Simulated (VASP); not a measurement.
# FeO (Fm-3m) in VASP: a series of runs

The runs below take FeO through phonons, with PBE+U.

Everything below comes from runs of VASP 6.6.1. Logs are shortened: lines on timing, memory, paths and dates and some standing lists are left out, and cuts for length are marked.

## (1) The cell of the first run

Symmetry: Fm-3m, No. 225, cubic system. The conventional cell has a = 4.330 Å, b = 4.330 Å, c = 4.330 Å, α = 90.00°, β = 90.00°, γ = 90.00°. Fe (site symmetry m-3m) has 6 O at 2.16 to 2.17 Å within 2.9 Å. O (site symmetry m-3m) has 6 Fe at 2.16 to 2.17 Å within 2.9 Å.

## (2) Phonons, PBE+U, collinear spin, antiferromagnetic start

Contents of INCAR:

```
SYSTEM = FeO
PREC = Accurate ; ENCUT = 600
EDIFF = 1E-8 ; ISMEAR = -1
SIGMA = 0.1 ; LREAL = .False.
LASPH = .True. ; NELM = 200
ALGO = Normal ; ISIF = 2
LWAVE = .False. ; LCHARG = .False.
ISPIN = 2 ; MAGMOM = 4 -4 0 0
LORBIT = 11 ; LMAXMIX = 4
LDAU = .True. ; LDAUTYPE = 2
LDAUL = 2 -1 ; LDAUU = 4 0
LDAUJ = 0 0 ; LDAUPRINT = 1
GGA = PE ; IBRION = 6
NFREE = 2 ; POTIM = 0.015
NSW = 1 ; GGA_COMPAT = .False.
```

Contents of KPOINTS:

```
regular mesh
0
Gamma
  5 5 3
  0 0 0
```

Contents of POSCAR:

```
FeO
1.0
    2.3657726605      1.8485903360     -0.6002361940
   -1.7525903771      2.4377726296      0.6001179686
    1.1882732759     -0.1698727508      4.1602944452
Fe O
2 2
Direct
    0.0000000000      0.0000000000      0.0000000000
    0.5000000000      0.5000000000      0.5000000000
    0.5000000000      0.5000000000      0.0000000000
    0.0000000000      0.0000000000      0.5000000000
```

Potentials or basis: VASP PAW PBE potentials, release 64 (Fe, O).

Launch:

```bash
cat potpaw_PBE.64/Fe/POTCAR potpaw_PBE.64/O/POTCAR > POTCAR
mpirun -np 1 vasp_std > vasp.out
```

OUTCAR:

```text
SYSTEM = FeO
   PREC = Accurate
   ENCUT = 600
   EDIFF = 1E-8
   ISMEAR = -1
   LREAL = .False.
   LASPH = .True.
   NELM = 200
   ISIF = 2
   ISPIN = 2
   LORBIT = 11
   GGA = PE
   IBRION = 6
   NFREE = 2
   POTIM = 0.015
   NSW = 1

 ion  position               nearest neighbor table
   1  0.000  0.000  0.000-   3 2.16   3 2.16   3 2.17   3 2.17   4 2.17   4 2.17   2 3.06   2 3.06
                             2 3.06   2 3.06   2 3.06   2 3.06   2 3.06   2 3.06
   2  0.500  0.500  0.500-   4 2.16   4 2.16   4 2.17   4 2.17   3 2.17   3 2.17   1 3.06   1 3.06
                             1 3.06   1 3.06   1 3.06   1 3.06   1 3.06   1 3.06
   3  0.500  0.500  0.000-   1 2.16   1 2.16   1 2.17   1 2.17   2 2.17   2 2.17
   4  0.000  0.000  0.500-   2 2.16   2 2.16   2 2.17   2 2.17   1 2.17   1 2.17

  LATTYP: Found a simple tetragonal cell.
 ALAT       =     3.0617723626
 C/A-ratio  =     1.4142135624

  Lattice vectors:

 A1 = (   2.3657726605,   1.8485903360,  -0.6002361940)
 A2 = (  -1.7525903771,   2.4377726296,   0.6001179686)
 A3 = (   1.1882732759,  -0.1698727508,   4.1602944452)

Analysis of symmetry for initial positions (statically):
=====================================================================
 Subroutine PRICEL returns following result:

  LATTYP: Found a face centered cubic cell.
 ALAT       =     4.3300000000
[... 12 lines left out ...]
 Subroutine GETGRP returns: Found 16 space group operations
 (whereof 16 operations were pure point group operations)
 out of a pool of 16 trial point group operations.

The static configuration has the point symmetry D_4h.

Analysis of symmetry for dynamics (positions and initial velocities):
=====================================================================
 Subroutine PRICEL returns following result:

  LATTYP: Found a face centered cubic cell.
 ALAT       =     4.3300000000
[... 12 lines left out ...]
 Subroutine GETGRP returns: Found 16 space group operations
 (whereof 16 operations were pure point group operations)
 out of a pool of 16 trial point group operations.

The dynamic configuration has the point symmetry D_4h.

Analysis of structural, dynamic, and magnetic symmetry:
=====================================================================
 Subroutine PRICEL returns following result:

  LATTYP: Found a face centered cubic cell.
 ALAT       =     4.3300000000
[... 12 lines left out ...]
 Subroutine GETGRP returns: Found 16 space group operations
 (whereof 16 operations were pure point group operations)
 out of a pool of 16 trial point group operations.

The overall configuration has the point symmetry D_4h.

 Subroutine INISYM returns: Found 16 space group operations
 (whereof 16 operations are pure point group operations),
 and found     2 'primitive' translations

----------------------------------------------------------------------------------------

                                     Primitive cell

  volume of cell :      20.2957

  direct lattice vectors                    reciprocal lattice vectors
    -0.900727780 -2.058245107 -2.080088110    -0.315742182 -0.188134126 -0.157866438
     1.465044881 -0.209654771 -2.680324304     0.188985596  0.206254950 -0.285924339
     1.752590377 -2.437772630 -0.600117969     0.250332234 -0.269104748  0.157879049

  length of vectors
     3.061772363  3.061772363  3.061772362     0.400011734  0.400011734  0.400011734

  position of ions in fractional coordinates (direct lattice)
     0.000000000  0.000000000  0.000000000
     0.500000000  0.500000000  0.500000000

  ion indices of the primitive-cell ions
   primitive index   ion index
                 1           1
                 2           4

----------------------------------------------------------------------------------------

 KPOINTS: regular mesh

Automatic generation of k-mesh.
 Grid dimensions read from file:
 generate k-points for:    5    5    3

 Generating k-lattice:

  Cartesian coordinates                     Fractional coordinates (reciprocal lattice)
     0.050472778  0.039438908 -0.012805790     0.200000000  0.000000000 -0.000000000
    -0.037390788  0.052008867  0.012803268     0.000000000  0.200000000  0.000000000
     0.021126098 -0.003020137  0.073965129     0.000000000  0.000000000  0.333333333

  Length of vectors
     0.065321643  0.065321643  0.076982294

  Shift w.r.t. Gamma in fractional coordinates (k-lattice)
     0.000000000  0.000000000  0.000000000

 Subroutine IBZKPT returns following result:
 ===========================================

 Found     12 irreducible k-points:

 Following reciprocal coordinates:
[... 274 lines left out ...]
  o =  0.9653  v =  0.9268 -0.2593  0.0044 -0.0450  0.2679  0.0000  0.0000  0.0000  0.0000  0.0000      0.0000  0.0000  0.0000  0.0000  0.0000  0.0000  0.0000  0.0000  0.0000  0.0000
  o =  1.0117  v = -0.2694  0.0375  0.0698 -0.2618  0.9234  0.0000  0.0000  0.0000  0.0000  0.0000      0.0000  0.0000  0.0000  0.0000  0.0000  0.0000  0.0000  0.0000  0.0000  0.0000
  o =  1.0143  v =  0.0178  0.0655 -0.8844 -0.4578 -0.0604  0.0000  0.0000  0.0000  0.0000  0.0000      0.0000  0.0000  0.0000  0.0000  0.0000  0.0000  0.0000  0.0000  0.0000  0.0000

atom =   2  type =  1  l = 2

 onsite density matrix

spin component  1

  0.8212 -0.2385 -0.0026 -0.0276  0.2134
 -0.2385  0.1024 -0.0047  0.0063 -0.0674
 -0.0026 -0.0047  0.0959  0.0328  0.0085
 -0.0276  0.0063  0.0328  0.0530 -0.0217
  0.2134 -0.0674  0.0085 -0.0217  0.1498

spin component  2

  0.9686 -0.0009 -0.0017  0.0029 -0.0116
 -0.0009  0.9637 -0.0028 -0.0020  0.0013
 -0.0017 -0.0028  1.0034  0.0198  0.0059
  0.0029 -0.0020  0.0198  0.9773 -0.0103
 -0.0116  0.0013  0.0059 -0.0103  1.0049

 occupancies and eigenvectors

  o =  0.0300  v = -0.2705 -0.8734 -0.2401  0.3194  0.0653  0.0000  0.0000  0.0000  0.0000  0.0000      0.0000  0.0000  0.0000  0.0000  0.0000  0.0000  0.0000  0.0000  0.0000  0.0000
  o =  0.0300  v =  0.0748  0.3921 -0.3943  0.7866  0.2578  0.0000  0.0000  0.0000  0.0000  0.0000      0.0000  0.0000  0.0000  0.0000  0.0000  0.0000  0.0000  0.0000  0.0000  0.0000
  o =  0.0920  v =  0.2677 -0.0375 -0.0678  0.2621 -0.9239  0.0000  0.0000  0.0000  0.0000  0.0000      0.0000  0.0000  0.0000  0.0000  0.0000  0.0000  0.0000  0.0000  0.0000  0.0000
  o =  0.1139  v = -0.0195 -0.0652  0.8845  0.4574  0.0618  0.0000  0.0000  0.0000  0.0000  0.0000      0.0000  0.0000  0.0000  0.0000  0.0000  0.0000  0.0000  0.0000  0.0000  0.0000
  o =  0.9565  v = -0.9215  0.2787  0.0001  0.0365 -0.2680  0.0000  0.0000  0.0000  0.0000  0.0000      0.0000  0.0000  0.0000  0.0000  0.0000  0.0000  0.0000  0.0000  0.0000  0.0000
  o =  0.9632  v =  0.0000  0.0000  0.0000  0.0000  0.0000  0.2142  0.7078  0.3532 -0.5531 -0.1498      0.0000  0.0000  0.0000  0.0000  0.0000  0.0000  0.0000  0.0000  0.0000  0.0000
  o =  0.9632  v =  0.0000  0.0000  0.0000  0.0000  0.0000 -0.1528 -0.6519  0.2969 -0.6433 -0.2229      0.0000  0.0000  0.0000  0.0000  0.0000  0.0000  0.0000  0.0000  0.0000  0.0000
  o =  0.9653  v =  0.0000  0.0000  0.0000  0.0000  0.0000  0.9262 -0.2616  0.0046 -0.0456  0.2677      0.0000  0.0000  0.0000  0.0000  0.0000  0.0000  0.0000  0.0000  0.0000  0.0000
  o =  1.0117  v =  0.0000  0.0000  0.0000  0.0000  0.0000 -0.2694  0.0378  0.0666 -0.2634  0.9231      0.0000  0.0000  0.0000  0.0000  0.0000  0.0000  0.0000  0.0000  0.0000  0.0000
  o =  1.0143  v =  0.0000  0.0000  0.0000  0.0000  0.0000  0.0188  0.0653 -0.8847 -0.4568 -0.0637      0.0000  0.0000  0.0000  0.0000  0.0000  0.0000  0.0000  0.0000  0.0000  0.0000

 number of electron      27.9999988 magnetization       0.0000000

 Free energy of the ion-electron system (eV)
  ---------------------------------------------------
  ext. energy  EPLUGINS =         0.00000000
  ---------------------------------------------------
  free energy    TOTEN  =       -27.00461906 eV

  energy without entropy =      -27.00454807  energy(sigma->0) =      -27.00458357

 E-fermi :   5.8939     XC(G=0): -11.9912

 val. band max:        4.9201882113   @ k =   0.4000  -0.0000  -0.0000
 cond. band min:       6.5515829025   @ k =   0.0000   0.0000   0.0000
 fundamental gap:      1.6313946912
 Fermi energy:         5.8938931268

 spin component 1

 k-point     1 :       0.0000    0.0000    0.0000
  band No.  band energies     occupation
      1     -14.1038      1.00000
      2     -12.9849      1.00000
      3      -0.9467      1.00000
      4       0.4042      1.00000
      5       0.4060      1.00000
      6       0.4383      1.00000
[... 481 lines left out ...]
      5      -1.4274      1.00000
      6      -0.9363      1.00000
[... 10 lines left out ...]
     17       9.0438      0.00000
     18      10.3962      0.00000

 [... further k-points ...]

 spin component 2

 k-point     1 :       0.0000    0.0000    0.0000
  band No.  band energies     occupation
      1     -14.1037      1.00000
      2     -12.9849      1.00000
      3      -0.9467      1.00000
      4       0.4038      1.00000
      5       0.4057      1.00000
      6       0.4375      1.00000
[... 481 lines left out ...]
      5      -1.4272      1.00000
      6      -0.9364      1.00000
[... 10 lines left out ...]
     17       9.0444      0.00000
     18      10.3945      0.00000

 [... further k-points ...]

------------------------ aborting loop because EDIFF is reached ----------------------------------------

  FORCE on cell =-STRESS in cart. coord.  units (eV):
  Direction    XX          YY          ZZ          XY          YZ          ZX
  --------------------------------------------------------------------------------------
  -------------------------------------------------------------------------------------
  Total        2.4497901      2.6969662     -0.5477753      0.0335545      0.1252071     -0.9223175
  in kB       96.6953878    106.4516492    -21.6211755      1.3244275      4.9420351    -36.4046918
  external PRESSURE =      60.5086205 kB  Pullay stress =       0.0000000 kB
[... 19 lines left out ...]
  FREE ENERGIE OF THE ION-ELECTRON SYSTEM (eV)
  ---------------------------------------------------
  free  energy   TOTEN  =       -27.0046190648 eV

  energy  without entropy=      -27.0045480709  energy(sigma->0) =      -27.00458357

 INTERNAL STRAIN TENSORS FROM DISPLACED ATOMS
 ============================================

 INTERNAL STRAIN TENSOR FOR ION    1 for displacements in x,y,z  (eV/Angst):
          X           Y           Z          XY          YZ          ZX
  --------------------------------------------------------------------------------
  x     0.00000     0.00000     0.00000     0.00000     0.00000     0.00000
  y     0.00000     0.00000     0.00000     0.00000     0.00000     0.00000
  z     0.00000     0.00000     0.00000     0.00000     0.00000     0.00000

 INTERNAL STRAIN TENSOR FOR ION    4 for displacements in x,y,z  (eV/Angst):
          X           Y           Z          XY          YZ          ZX
  --------------------------------------------------------------------------------
  x     0.00000     0.00000     0.00000     0.00000     0.00000     0.00000
  y     0.00000     0.00000     0.00000     0.00000     0.00000     0.00000
  z     0.00000     0.00000     0.00000     0.00000     0.00000     0.00000

 Eigenvectors and eigenvalues of the dynamical matrix
 ----------------------------------------------------

   1 f  =   12.869449 THz    80.861134 2PiTHz  429.278615 cm-1    53.223741 meV
             X         Y         Z           dx          dy          dz
      0.000000  0.000000  0.000000    -0.026643    0.003809   -0.093282
      0.900728  2.058245  2.080088     0.026643   -0.003809    0.093282
      0.306591  2.143181 -0.000059    -0.192212    0.027478   -0.672959
      0.594137 -0.084936  2.080147     0.192212   -0.027478    0.672959
[... 71 lines left out ...]
  12 f/i=    0.011107 THz     0.069785 2PiTHz    0.370478 cm-1     0.045933 meV
             X         Y         Z           dx          dy          dz
      0.000000  0.000000  0.000000    -0.104526   -0.614955    0.004745
      0.900728  2.058245  2.080088    -0.104526   -0.614955    0.004745
      0.306591  2.143181 -0.000059    -0.055797   -0.328272    0.002533
      0.594137 -0.084936  2.080147    -0.055797   -0.328272    0.002533

 ELASTIC MODULI CONTR FROM IONIC RELAXATION (kBar)
 Direction    XX          YY          ZZ          XY          YZ          ZX
 --------------------------------------------------------------------------------
 XX           0.0000      0.0000      0.0000      0.0000      0.0000      0.0000
 YY           0.0000      0.0000      0.0000      0.0000      0.0000      0.0000
 ZZ           0.0000      0.0000      0.0000      0.0000      0.0000      0.0000
 XY           0.0000      0.0000      0.0000      0.0000      0.0000      0.0000
 YZ           0.0000      0.0000      0.0000      0.0000      0.0000      0.0000
 ZX           0.0000      0.0000      0.0000      0.0000      0.0000      0.0000
 --------------------------------------------------------------------------------

 total charge

# of ion       s       p       d       tot
------------------------------------------
    1        0.290   0.359   6.117   6.766
    2        0.290   0.359   6.117   6.766
    3        1.549   3.469   0.000   5.018
    4        1.549   3.469   0.000   5.018
--------------------------------------------------
tot          3.677   7.656  12.234  23.568

 magnetization (x)

# of ion       s       p       d       tot
------------------------------------------
    1        0.028   0.031   3.690   3.748
    2       -0.028  -0.031  -3.690  -3.748
    3        0.006   0.021   0.000   0.028
    4       -0.006  -0.021   0.000  -0.028
--------------------------------------------------
tot          0.000   0.000   0.000   0.000
```

Wall time 8.3 min (1 thread of Oxide Virtual Turin-like, shared host); peak memory 0.2 GiB.

Results:

```yaml
Net_moment: 0.00 μB per cell
Site_moments: Fe +3.75, -3.75; O +0.03, -0.03 μB
Valence_electrons_inside_the_program's_atomic_spheres: Fe 6.77; O 5.02
Highest_phonon_frequency_at_Γ_LO-TO_splitting_left_out: 429 cm⁻¹
```

Phonon frequencies in cm⁻¹ (negative: imaginary):
```csv
q point,frequencies
"(0.000, 0.000, 0.000)",0 0 0 157 157 172 180 331 331 403 403 429
```

Eigenvalues of the final occupation matrices:
| site | spin | trace | eigenvalues |
| --- | --- | --- | --- |
| site 1 d | 1 | 4.92 | 0.96 0.96 0.97 1.01 1.01 |
| site 1 d | 2 | 1.22 | 0.03 0.03 0.09 0.11 0.96 |
| site 2 d | 1 | 1.22 | 0.03 0.03 0.09 0.11 0.96 |
| site 2 d | 2 | 4.92 | 0.96 0.96 0.97 1.01 1.01 |

Caveat: the k points lie up to 0.48 Å⁻¹ apart; the cell stands under pressure or tension, which shifts response properties. The state reached can hang on the start; a lower one may exist.

[end of part 1 of 2]
